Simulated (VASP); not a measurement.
# LaSb (Fm-3m) in VASP: further runs, part 2 of 2

VASP 6.6.1. Earlier steps stand in the parts before.

## Step 3: Relaxation of cell and atoms, LDA

This run uses another cell than the first one, of 35.14 Å³/atom, 1.072 times its volume.

Input file INCAR:

```
SYSTEM = LaSb
PREC = Accurate
ENCUT = 600
EDIFF = 1E-6
ISMEAR = 0
SIGMA = 0.1
LREAL = .False.
LASPH = .True.
NELM = 100
ALGO = Normal
ISIF = 3
LWAVE = .False.
LCHARG = .False.
IBRION = 2
NSW = 70
EDIFFG = -0.005
```

Input file KPOINTS:

```
regular mesh
0
Gamma
  12 12 12
  0 0 0
```

Input file POSCAR:

```
LaSb
1.0
    0.0000000000      3.2754964733      3.2754964733
    3.2754964733      0.0000000000      3.2754964733
    3.2754964733      3.2754964733      0.0000000000
La Sb
1 1
Direct
    0.0000000000      0.0000000000      0.0000000000
    0.5000000000      0.5000000000      0.5000000000
```

Potentials or basis: VASP PAW LDA potentials, release 64 (La, Sb).

Command:

```bash
$ cat potpaw_LDA.64/La/POTCAR potpaw_LDA.64/Sb/POTCAR > POTCAR
$ mpirun -np 1 vasp_std > vasp.out
```

OUTCAR:

```text
SYSTEM = LaSb
   PREC = Accurate
   ENCUT = 600
   EDIFF = 1E-6
   ISMEAR = 0
   LREAL = .False.
   LASPH = .True.
   NELM = 100
   ISIF = 3
   IBRION = 2
   NSW = 70
   EDIFFG = -0.005

 ion  position               nearest neighbor table
   1  0.000  0.000  0.000-   2 3.28   2 3.28   2 3.28   2 3.28   2 3.28   2 3.28
   2  0.500  0.500  0.500-   1 3.28   1 3.28   1 3.28   1 3.28   1 3.28   1 3.28

  LATTYP: Found a face centered cubic cell.
 ALAT       =     6.5509929466

  Lattice vectors:

 A1 = (   0.0000000000,   3.2754964733,   3.2754964733)
 A2 = (   3.2754964733,   0.0000000000,   3.2754964733)
 A3 = (   3.2754964733,   3.2754964733,   0.0000000000)

Analysis of symmetry for initial positions (statically):
=====================================================================
 Subroutine PRICEL returns:
 Original cell was already a primitive cell.

 Routine SETGRP: Setting up the symmetry group for a
 face centered cubic supercell.

 Subroutine GETGRP returns: Found 48 space group operations
 (whereof 48 operations were pure point group operations)
 out of a pool of 48 trial point group operations.

The static configuration has the point symmetry O_h .

Analysis of symmetry for dynamics (positions and initial velocities):
=====================================================================
 Subroutine PRICEL returns:
 Original cell was already a primitive cell.

 Routine SETGRP: Setting up the symmetry group for a
 face centered cubic supercell.

 Subroutine GETGRP returns: Found 48 space group operations
 (whereof 48 operations were pure point group operations)
 out of a pool of 48 trial point group operations.

The dynamic configuration has the point symmetry O_h .

 Subroutine INISYM returns: Found 48 space group operations
 (whereof 48 operations are pure point group operations),
 and found     1 'primitive' translations

----------------------------------------------------------------------------------------

[... 130 lines left out ...]
   NGX = 19   NGY = 19   NGZ = 19

--------------------------------------- Ionic step        1  -------------------------------------------

 number of electron      16.0000000 magnetization

 Free energy of the ion-electron system (eV)
  ---------------------------------------------------
  ext. energy  EPLUGINS =         0.00000000
  ---------------------------------------------------
  free energy    TOTEN  =       -12.85571583 eV

  energy without entropy =      -12.85467810  energy(sigma->0) =      -12.85519696

------------------------ aborting loop because EDIFF is reached ----------------------------------------

  FORCE on cell =-STRESS in cart. coord.  units (eV):
  Direction    XX          YY          ZZ          XY          YZ          ZX
  --------------------------------------------------------------------------------------
  -------------------------------------------------------------------------------------
  Total       -1.5828803     -1.5828803     -1.5828803      0.0000000     -0.0000000      0.0000000
  in kB      -36.0825536    -36.0825536    -36.0825536      0.0000000     -0.0000000      0.0000000
  external PRESSURE =     -36.0825536 kB  Pullay stress =       0.0000000 kB
[... 167 lines left out ...]
--------------------------------------- Ionic step        6  -------------------------------------------

 number of electron      16.0000000 magnetization

 Free energy of the ion-electron system (eV)
  ---------------------------------------------------
  ext. energy  EPLUGINS =         0.00000000
  ---------------------------------------------------
  free energy    TOTEN  =       -12.91135604 eV

  energy without entropy =      -12.91022927  energy(sigma->0) =      -12.91079265

 E-fermi :   6.9242     XC(G=0):  -9.7774

 val. band max:        6.8759629018   @ k =   0.0833   0.0000   0.0000
 cond. band min:       6.9632646925   @ k =   0.0833   0.0833   0.0000
 fundamental gap:      0.0873017907
 Fermi energy:         6.9241622814

 k-point     1 :       0.0000    0.0000    0.0000
  band No.  band energies     occupation
      1     -25.3398      2.00000
      2      -9.0075      2.00000
      3      -9.0075      2.00000
      4      -9.0075      2.00000
      5      -2.1435      2.00000
      6       7.1339      0.00302
      7       7.1339      0.00302
      8       7.1339      0.00302
      9       8.1670      0.00000
     10       8.1670      0.00000
     11       8.1670      0.00000
     12       8.8416      0.00000
[... 331 lines left out ...]
 k-point    24 :      -0.4167    0.1667    0.0000
  band No.  band energies     occupation
      1     -25.3137      2.00000
      2      -9.3749      2.00000
      3      -9.0920      2.00000
      4      -9.0360      2.00000
      5      -0.8713      2.00000
      6       3.9670      2.00000
      7       5.3551      2.00000
      8       5.3822      2.00000
      9       8.7038      0.00000
     10       8.8840      0.00000
     11       8.9394      0.00000
     12       9.1288      0.00000

 [... further k-points ...]
[... 5 lines left out ...]
  --------------------------------------------------------------------------------------
  -------------------------------------------------------------------------------------
  Total       -0.0008398     -0.0008398     -0.0008398      0.0000000      0.0000000      0.0000000
  in kB       -0.0205017     -0.0205017     -0.0205017      0.0000000      0.0000000      0.0000000
  external PRESSURE =      -0.0205017 kB  Pullay stress =       0.0000000 kB
[... 17 lines left out ...]
  FREE ENERGIE OF THE ION-ELECTRON SYSTEM (eV)
  ---------------------------------------------------
  free  energy   TOTEN  =       -12.9113560385 eV

  energy  without entropy=      -12.9102292682  energy(sigma->0) =      -12.91079265

 reached required accuracy - stopping structural energy minimisation
```

OSZICAR:

```text
N       E                     dE             d eps       ncg     rms          rms(c)
DAV:   1     0.144329049916E+03    0.14433E+03   -0.61278E+03  1728   0.177E+03
DAV:   2    -0.122831834851E+01   -0.14556E+03   -0.14237E+03  2600   0.236E+02
DAV:   3    -0.122753753197E+02   -0.11047E+02   -0.10920E+02  2256   0.105E+02
[... 45 lines left out ...]
       N       E                     dE             d eps       ncg     rms          rms(c)
DAV:   1    -0.129113934431E+02   -0.43581E-04   -0.10834E-03  2220   0.355E-01    0.290E-02
DAV:   2    -0.129113642845E+02    0.29159E-04   -0.97743E-05  3144   0.164E-01    0.145E-02
DAV:   3    -0.129113563348E+02    0.79497E-05   -0.46896E-05  2816   0.776E-02    0.380E-03
DAV:   4    -0.129113560385E+02    0.29631E-06   -0.31623E-06  2468   0.234E-02
   6 F= -.12911356E+02 E0= -.12910793E+02  d E =-.114660E-04
```

Wall time 2.7 min (1 thread of Intel Xeon 6975P-C (Granite Rapids), shared host); peak memory 0.3 GiB.

Results:

* Free energy: -12.9114 eV
* Relaxed volume: 32.81 Å³/atom
* Relaxed cell: a = 4.528 Å, b = 4.528 Å, c = 4.528 Å, α = 60.00°, β = 60.00°, γ = 60.00°
* Space group after relaxing (to 0.05 Å): Fm-3m (No. 225)
* Energy gained by relaxing: 27.8 meV/atom
* Ionic steps: 6
* Pressure after relaxing: 0.0 GPa
* Band gap on the k mesh: zero (band 8 reaches 7.13 eV, above the bottom of band 9 at 6.66 eV)

The path:
```
step  energy change (eV)  largest force (eV/Å)  pressure (GPa)  volume (Å³)
   1              0.0000                0.0000           -3.61        70.28
   2             -0.0257                0.0000            3.18        62.54
   3             -0.0556                0.0000           -0.04        65.65
   4             -0.0556                0.0000            0.06        65.56
   5             -0.0556                0.0000           -0.04        65.67
   6             -0.0556                0.0000            0.00        65.63
```

Final structure:
```xyz
2
Lattice="0.0000 3.2015 3.2015 3.2015 0.0000 3.2015 3.2015 3.2015 0.0000" Properties=species:S:1:pos:R:3 pbc="T T T"
La    0.0000    3.2015    3.2015
Sb    3.2015    3.2015    3.2015
```

Levels at points of the mesh, in eV from the Fermi level:
| k point | band 5 | band 6 | band 7 | band 8 | band 9 | band 10 | band 11 | band 12 |
| --- | --- | --- | --- | --- | --- | --- | --- | --- |
| (0.00, 0.00, 0.00) | -9.07 | 0.21 | 0.21 | 0.21 | 1.24 | 1.24 | 1.24 | 1.92 |
| (0.50, 0.00, 0.00) | -7.61 | -3.33 | -1.71 | -1.71 | 1.80 | 2.04 | 2.04 | 2.24 |
| (0.50, 0.50, 0.00) | -8.49 | -1.44 | -0.36 | -0.24 | -0.24 | 2.11 | 2.14 | 2.19 |

Caveat: spin-orbit coupling is left out, which moves the levels of the heavy elements. Zero-point motion and thermal expansion aren't in these numbers.
